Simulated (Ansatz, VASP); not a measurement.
# One calculation of In, two programs

File INCAR:

```
SYSTEM = In
  PREC = Accurate
  ENCUT = 600
  EDIFF = 1E-7
  ISMEAR = -1
  SIGMA = 0.05
  LREAL = .FALSE.
  LASPH = .TRUE.
  NELM = 80
  ALGO = Normal
  ISIF = 3
  LWAVE = .FALSE.
  LCHARG = .FALSE.
  GGA = CA
  IBRION = 2
  NSW = 60
  EDIFFG = -0.01
```

The input KPOINTS:

```
regular mesh
0
G
  11 11 11
  0 0 0
```

The input POSCAR:

```
In
1.0
   -1.6254700000      1.6254700000      2.4737000000
    1.6254700000     -1.6254700000      2.4737000000
    1.6254700000      1.6254700000     -2.4737000000
In
1
Direct
    0.0000000000      0.0000000000      0.0000000000
```

File input.yaml:

```yaml
crystal:
  lattice:
    - [-1.62547, 1.62547, 2.4737]
    - [1.62547, -1.62547, 2.4737]
    - [1.62547, 1.62547, -2.4737]
  atoms:
    - { symbol: In, position: [0.0, 0.0, 0.0] }
hamiltonian:
  xc: lda
  pseudopotentials: { kind: paw }
kpoints:
  mp_grid: { grid: [11, 11, 11] }
scf:
  occupations: { method: fermi_dirac, width: 0.05 }
output:
  forces: true
  stress: true
  eigenvalues: true
relax:
  f_tol: 0.01
  max_steps: 40
  cell: { stress_tol: 0.05 }
```

Alike in both runs: task relaxation of cell and atoms; functional LDA; k mesh 11 × 11 × 11; occupations fermi-dirac, width 0.05 eV; no spin polarisation.

|  | VASP | Ansatz |
| --- | --- | --- |
| version | VASP 6.6.1 | Ansatz 0.2.0 |
| potentials or method | VASP PAW LDA potentials, release 64 (In_d) | Ansatz PAW |
| plane-wave cutoff (eV) | 600 | 420 |
| valence electrons in the cell | 13 | 13 |

|  | VASP | Ansatz | Ansatz less VASP |
| --- | --- | --- | --- |
| gap on the k mesh at the Fermi level, each at its own relaxed structure (eV) | none | none | - |
| relaxed volume (Å³/atom) | 24.63 | 24.58 | -0.055 |
| relaxed cell length with the largest relative difference (Å) | 3.290 | 3.288 | -0.0022 |

LDA's correlation is that of Perdew and Zunger in VASP and of Perdew and Wang (1992) in Ansatz. A gap of «none» marks a metal or a gap that the smearing closes.

Noted on Ansatz's run: the plane-wave basis is chosen anew once the cell has moved, so the energies of steps on either side of that aren't comparable.
